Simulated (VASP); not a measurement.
# GaP (F-43m) in VASP: a series of runs

The runs below take GaP through single point, relaxation of cell and atoms, with PBE.

Program: VASP 6.6.1. These are calculated values, not measurements. Logs are shortened: lines on timing, memory, paths and dates and some standing lists are left out, and cuts for length are marked.

**1. The cell of the first run**

Symmetry: F-43m, No. 216, cubic system. Conventional cell: a = 5.505 Å, b = 5.505 Å, c = 5.505 Å, α = 90.00°, β = 90.00°, γ = 90.00°. Within 3.1 Å of Ga (site symmetry -43m) lie 4 P at 2.38 Å. P (site symmetry -43m) has 4 Ga at 2.38 Å within 3.1 Å.

**2. Single point, PBE**

INCAR reads:

```
SYSTEM = GaP
PREC = Accurate
ENCUT = 520
EDIFF = 1E-6
ISMEAR = 0
SIGMA = 0.02
LREAL = .False.
LASPH = .True.
NELM = 80
ALGO = Normal
ISIF = 2
LWAVE = .False.
LCHARG = .False.
GGA = PE
NBANDS = 16
```

KPOINTS reads:

```
regular mesh
0
Gamma
  8 8 8
  0 0 0
```

POSCAR reads:

```
GaP
1.0
    0.0000000000      2.7525584819      2.7525584819
    2.7525584819      0.0000000000      2.7525584819
    2.7525584819      2.7525584819      0.0000000000
Ga P
1 1
Direct
    0.0000000000      0.0000000000      0.0000000000
    0.2500000000      0.2500000000      0.2500000000
```

Potentials or basis: VASP PAW PBE potentials, release 64 (Ga_d, P).

Launch:

```bash
$ cat potpaw_PBE.64/Ga_d/POTCAR potpaw_PBE.64/P/POTCAR > POTCAR
$ mpirun -np 1 vasp_std > vasp.out
```

OUTCAR:

```text
SYSTEM = GaP
   PREC = Accurate
   ENCUT = 520
   EDIFF = 1E-6
   ISMEAR = 0
   LREAL = .False.
   LASPH = .True.
   NELM = 80
   ISIF = 2
   GGA = PE

 ion  position               nearest neighbor table
   1  0.000  0.000  0.000-   2 2.38   2 2.38   2 2.38   2 2.38
   2  0.250  0.250  0.250-   1 2.38   1 2.38   1 2.38   1 2.38

  LATTYP: Found a face centered cubic cell.
 ALAT       =     5.5051169638

  Lattice vectors:

 A1 = (   0.0000000000,   2.7525584819,   2.7525584819)
 A2 = (   2.7525584819,   0.0000000000,   2.7525584819)
 A3 = (   2.7525584819,   2.7525584819,   0.0000000000)

Analysis of symmetry for initial positions (statically):
=====================================================================
 Subroutine PRICEL returns:
 Original cell was already a primitive cell.

 Routine SETGRP: Setting up the symmetry group for a
 face centered cubic supercell.

 Subroutine GETGRP returns: Found 24 space group operations
 (whereof 24 operations were pure point group operations)
 out of a pool of 48 trial point group operations.

The static configuration has the point symmetry T_d .

Analysis of symmetry for dynamics (positions and initial velocities):
=====================================================================
 Subroutine PRICEL returns:
 Original cell was already a primitive cell.

 Routine SETGRP: Setting up the symmetry group for a
 face centered cubic supercell.

 Subroutine GETGRP returns: Found 24 space group operations
 (whereof 24 operations were pure point group operations)
 out of a pool of 48 trial point group operations.

The dynamic configuration has the point symmetry T_d .

 Subroutine INISYM returns: Found 24 space group operations
 (whereof 24 operations are pure point group operations),
 and found     1 'primitive' translations

----------------------------------------------------------------------------------------

                                     Primitive cell

  volume of cell :      41.7099

  direct lattice vectors                    reciprocal lattice vectors
     0.000000000  2.752558482  2.752558482    -0.181649183  0.181649183  0.181649183
     2.752558482  0.000000000  2.752558482     0.181649183 -0.181649183  0.181649183
     2.752558482  2.752558482  0.000000000     0.181649183  0.181649183 -0.181649183

  length of vectors
     3.892705536  3.892705536  3.892705536     0.314625614  0.314625614  0.314625614

  position of ions in fractional coordinates (direct lattice)
     0.000000000  0.000000000  0.000000000
     0.250000000  0.250000000  0.250000000

  ion indices of the primitive-cell ions
   primitive index   ion index
                 1           1
                 2           2

----------------------------------------------------------------------------------------

 KPOINTS: regular mesh

Automatic generation of k-mesh.
 Grid dimensions read from file:
 generate k-points for:    8    8    8

 Generating k-lattice:

  Cartesian coordinates                     Fractional coordinates (reciprocal lattice)
    -0.022706148  0.022706148  0.022706148     0.125000000  0.000000000  0.000000000
     0.022706148 -0.022706148  0.022706148     0.000000000  0.125000000  0.000000000
     0.022706148  0.022706148 -0.022706148     0.000000000  0.000000000  0.125000000

  Length of vectors
     0.039328202  0.039328202  0.039328202

  Shift w.r.t. Gamma in fractional coordinates (k-lattice)
     0.000000000  0.000000000  0.000000000

 Subroutine IBZKPT returns following result:
 ===========================================

 Found     29 irreducible k-points:

 Following reciprocal coordinates:
            Coordinates               Weight
  0.000000  0.000000  0.000000      1.000000
  0.125000  0.000000  0.000000      8.000000
  0.250000  0.000000  0.000000      8.000000
  0.375000  0.000000  0.000000      8.000000
  0.500000  0.000000  0.000000      4.000000
  0.125000  0.125000  0.000000      6.000000
[... 16 lines left out ...]
  0.500000  0.250000  0.125000     48.000000
 -0.375000  0.250000  0.125000     24.000000
 [... further k-points ...]
   k-points           NKPTS =     29   k-points in BZ     NKDIM =     29   number of bands    NBANDS=     16
   number of dos      NEDOS =    301   number of ions     NIONS =      2
   total plane-waves  NPLWV =  27000
   dimension x,y,z NGX =    30 NGY =   30 NGZ =   30
   dimension x,y,z NGXF=    60 NGYF=   60 NGZF=   60
   ions per type =               1   1
   NGX,Y,Z   is equivalent  to a cutoff of  12.81, 12.81, 12.81 a.u.
   NGXF,Y,Z  is equivalent  to a cutoff of  25.62, 25.62, 25.62 a.u.
 SYSTEM =  GaP
   PREC   = accura    normal or accurate (medium, high low for compatibility)
   ISTART =      0    job   : 0-new  1-cont  2-samecut
   ICHARG =      2    charge: 1-file 2-atom 10-const
   ISPIN  =      1    spin polarized calculation?
   LNONCOLLINEAR =      F non collinear calculations
   LSORBIT =      F    spin-orbit coupling
   LASPH  =      T    aspherical Exc in radial PAW
   ENCUT  =  520.0 eV  38.22 Ry    6.18 a.u.   7.24  7.24  7.24*2*pi/ulx,y,z
   NELM   =     80;   NELMIN=  2; NELMDL= -5     # of ELM steps
   EDIFF  = 0.1E-05   stopping-criterion for ELM
   LREAL  =      F    real-space projection
   EDIFFG = 0.1E-04   stopping-criterion for IOM
   NSW    =      0    number of steps for IOM
   IBRION =     -1    ionic relax: 0-MD 1-quasi-New 2-CG
   NFREE  =      0    steps in history (QN), initial steepest desc. (CG)
   ISIF   =      2    stress and relaxation
   ISYM   =      2    0-nonsym 1-usesym 2-fastsym
   POTIM  = 0.5000    time-step for ionic-motion
   TEBEG  =    0.0;   TEEND  =   0.0 temperature during run
   PSTRESS=    0.0 pullay stress
   NELECT =      18.0000    total number of electrons
   NUPDOWN=      -1.0000    fix difference up-down
   EMIN   =  10.00;   EMAX   =-10.00  energy-range for DOS
   EFERMI =   0.00;   METHOD = LEGACY
   ISMEAR =     0;   SIGMA  =   0.02  broadening in eV -4-tet -1-fermi 0-gaus
   EFERMI_NEDOS =   21; number of points for ismear=-14 and -15
   IALGO  =     38    algorithm
   IMIX   =      4    mixing-type and parameters
     AMIX     =   0.40;   BMIX     =  1.00
     AMIX_MAG =   1.60;   BMIX_MAG =  1.00
  volume/ion in A,a.u.               =      20.85       140.74
  Fermi-wavevector in a.u.,A,eV,Ry     =   1.237141  2.337857 20.823951  1.530517
  Thomas-Fermi vector in A             =   2.371720
   LORBIT       =      0    0 simple, 1 ext, 2 COOP (PROOUT), +10 PAW based schemes
   GGA     = PE    functional components
   LHFCALC =     F    Hartree Fock is set to
   AEXX    =    0.0000 exact exchange contribution
   IVDW    =     0    specifies the selected vdW correction
   LEPSILON=     F    determine dielectric tensor
   LRPA    =     F    only Hartree local field effects (RPA)
 non-spin polarized calculation
 Gauss-broadening in eV      SIGMA  =   0.02
  energy-cutoff  :      520.00
  volume of cell :       41.71
 maximum number of plane-waves:      1158
 NGX is ok and might be reduce to    30
   NGX = 15   NGY = 15   NGZ = 15

 number of electron      18.0000003 magnetization

 Free energy of the ion-electron system (eV)
  ---------------------------------------------------
  ext. energy  EPLUGINS =         0.00000000
  ---------------------------------------------------
  free energy    TOTEN  =        -9.12558101 eV

  energy without entropy =       -9.12558101  energy(sigma->0) =       -9.12558101

 E-fermi :   4.5084     XC(G=0):  -9.6974

 val. band max:        4.3517617976   @ k =   0.0000   0.0000   0.0000
 cond. band min:       5.9315808762   @ k =   0.0000   0.0000   0.0000
 fundamental gap:      1.5798190785
 Fermi energy:         4.5083815021

 k-point     1 :       0.0000    0.0000    0.0000
  band No.  band energies     occupation
      1     -10.1519      2.00000
      2     -10.1519      2.00000
      3     -10.1519      2.00000
      4     -10.0610      2.00000
      5     -10.0610      2.00000
      6      -7.9190      2.00000
[... 8 lines left out ...]
     15      14.0974      0.00000
     16      14.0974      0.00000

 k-point     2 :       0.1250    0.0000    0.0000
  band No.  band energies     occupation
      1     -10.1637      2.00000
      2     -10.1476      2.00000
      3     -10.1476      2.00000
      4     -10.0610      2.00000
      5     -10.0610      2.00000
      6      -7.7246      2.00000
[... 8 lines left out ...]
     15      13.4915      0.00000
     16      13.9120      0.00000

 k-point     3 :       0.2500    0.0000    0.0000
  band No.  band energies     occupation
      1     -10.1901      2.00000
      2     -10.1385      2.00000
      3     -10.1385      2.00000
      4     -10.0598      2.00000
      5     -10.0598      2.00000
      6      -7.1740      2.00000
[... 8 lines left out ...]
     15      13.3075      0.00000
     16      14.1984      0.00000

 k-point     4 :       0.3750    0.0000    0.0000
  band No.  band energies     occupation
      1     -10.2143      2.00000
      2     -10.1315      2.00000
      3     -10.1315      2.00000
      4     -10.0565      2.00000
      5     -10.0565      2.00000
      6      -6.4106      2.00000
[... 8 lines left out ...]
     15      14.4634      0.00000
     16      14.4634      0.00000
[... 324 lines left out ...]
 k-point    22 :       0.3750    0.2500    0.1250
  band No.  band energies     occupation
      1     -10.2113      2.00000
      2     -10.1277      2.00000
      3     -10.1241      2.00000
      4     -10.0705      2.00000
      5     -10.0528      2.00000
      6      -6.7050      2.00000
[... 8 lines left out ...]
     15      15.3552      0.00000
     16      16.5826      0.00000

 k-point    23 :       0.5000    0.2500    0.1250
  band No.  band energies     occupation
      1     -10.2253      2.00000
      2     -10.1243      2.00000
      3     -10.1158      2.00000
      4     -10.0686      2.00000
      5     -10.0529      2.00000
      6      -5.9873      2.00000
[... 8 lines left out ...]
     15      15.7332      0.00000
     16      17.0505      0.00000

 k-point    24 :      -0.3750    0.2500    0.1250
  band No.  band energies     occupation
      1     -10.2304      2.00000
      2     -10.1238      2.00000
      3     -10.1129      2.00000
      4     -10.0654      2.00000
      5     -10.0543      2.00000
      6      -5.5609      2.00000
[... 8 lines left out ...]
     15      16.2467      0.00000
     16      16.6887      0.00000

 [... further k-points ...]
[... 5 lines left out ...]
  --------------------------------------------------------------------------------------
  -------------------------------------------------------------------------------------
  Total       -0.0069585     -0.0069585     -0.0069585      0.0000000      0.0000000      0.0000000
  in kB       -0.2672922     -0.2672922     -0.2672922      0.0000000      0.0000000      0.0000000
  external PRESSURE =      -0.2672922 kB  Pullay stress =       0.0000000 kB

 VOLUME and BASIS-vectors are now :
 -----------------------------------------------------------------------------
  energy-cutoff  :      520.00
  volume of cell :       41.71
      direct lattice vectors                 reciprocal lattice vectors
     0.000000000  2.752558482  2.752558482    -0.181649183  0.181649183  0.181649183
     2.752558482  0.000000000  2.752558482     0.181649183 -0.181649183  0.181649183
     2.752558482  2.752558482  0.000000000     0.181649183  0.181649183 -0.181649183

 POSITION                                       TOTAL-FORCE (eV/Angst)
 -----------------------------------------------------------------------------------
      0.00000      0.00000      0.00000        -0.000000     -0.000000     -0.000000
      1.37628      1.37628      1.37628         0.000000      0.000000      0.000000
 -----------------------------------------------------------------------------------
    total drift:                                0.000002      0.000002      0.000002

  FREE ENERGIE OF THE ION-ELECTRON SYSTEM (eV)
  ---------------------------------------------------
  free  energy   TOTEN  =        -9.1255810050 eV

  energy  without entropy=       -9.1255810050  energy(sigma->0) =       -9.12558101
```

Wall time 14 s (1 thread of Intel Xeon Platinum 8488C (Sapphire Rapids), shared host); peak memory 0.17 GiB.

What came out:

```
Free energy            : -9.1256 eV
Pressure               : 0.0 GPa
Band gap on the k mesh : 1.58 eV, direct
```

**3. Relaxation of cell and atoms, PBE**

This run uses another cell than the first one, of 20.25 Å³/atom, 0.971 times its volume.

INCAR reads:

```
SYSTEM = GaP
PREC     = Accurate       ! precision mode
ENCUT    = 600            ! plane-wave cutoff, eV
EDIFF    = 1E-6           ! SCF threshold, eV
ISMEAR   = 0              ! smearing method
SIGMA    = 0.02           ! smearing width, eV
LREAL    = .False.        ! projectors in reciprocal space
LASPH    = .True.         ! aspherical terms in the spheres
NELM     = 100            ! most SCF steps
ALGO     = Normal         ! electronic algorithm
ISIF     = 3              ! what is computed and relaxed
LWAVE    = .False.        ! write WAVECAR
LCHARG   = .False.        ! write CHGCAR
GGA      = PE             ! functional
IBRION   = 2              ! ionic algorithm
NSW      = 100            ! ionic steps
EDIFFG   = -0.005         ! ionic threshold
```

KPOINTS reads:

```
Automatic mesh
0
Gamma
  8 8 8
  0 0 0
```

POSCAR reads:

```
GaP
1.0
    0.0000000000      2.7258124945      2.7258124945
    2.7258124945      0.0000000000      2.7258124945
    2.7258124945      2.7258124945      0.0000000000
Ga P
1 1
Direct
    0.0000000000      0.0000000000      0.0000000000
    0.2500000000      0.2500000000      0.2500000000
```

Potentials or basis: VASP PAW PBE potentials, release 64 (Ga_d, P).

Launch:

```bash
$ cat potpaw_PBE.64/Ga_d/POTCAR potpaw_PBE.64/P/POTCAR > POTCAR
$ mpirun -np 1 vasp_std > vasp.out
```

It took 45 s on 1 thread of Intel Xeon Platinum 8488C (Sapphire Rapids), shared host; peak memory 0.19 GiB.

Results (log left out):

| Item | Value |
| --- | --- |
| Free energy | -9.1253 eV |
| Relaxed volume | 20.86 Å³/atom |
| Relaxed cell | a = 3.893 Å, b = 3.893 Å, c = 3.893 Å, α = 60.00°, β = 60.00°, γ = 60.00° |
| Space group after relaxing (to 0.05 Å) | F-43m (No. 216) |
| Energy gained by relaxing | 4.4 meV/atom |
| Ionic steps | 6 |
| Pressure after relaxing | 0.0 GPa |
| Band gap on the k mesh | 1.58 eV, direct |

The path:
```csv
step,energy change (eV),largest force (eV/Å),pressure (GPa),volume (Å³)
1,0.0000,0.0000,2.36,40.51
2,-0.0070,0.0000,-1.01,42.28
3,-0.0088,0.0000,0.05,41.72
4,-0.0088,0.0000,-0.09,41.75
5,-0.0088,0.0000,0.11,41.68
6,-0.0088,0.0000,-0.03,41.71
```

Final structure:
```cif
data_structure
_symmetry_space_group_name_H-M 'P 1'
_symmetry_Int_Tables_number 1
_cell_length_a 3.8928
_cell_length_b 3.8928
_cell_length_c 3.8928
_cell_angle_alpha 60.000
_cell_angle_beta 60.000
_cell_angle_gamma 60.000
_cell_volume 41.71
loop_
_atom_site_label
_atom_site_type_symbol
_atom_site_fract_x
_atom_site_fract_y
_atom_site_fract_z
_atom_site_occupancy
Ga1 Ga 0.00000 0.00000 0.00000 1
P1 P 0.25000 0.25000 0.25000 1
```

Levels at points of the mesh, in eV from the valence-band top:
```tsv
k point	band 7	band 8	band 9	band 10	band 11	band 12
(0.00, 0.00, 0.00)	0.00	0.00	0.00	1.58	3.90	3.90
(0.50, 0.00, 0.00)	-6.46	-1.07	-1.07	1.58	4.73	4.73
(0.50, 0.50, 0.00)	-6.61	-2.58	-2.58	1.72	1.85	10.37
```

A k mesh can miss the band edges. PBE gaps usually lie below the measured ones, often by a third to a half.

(Continued in part 2 of 2.)
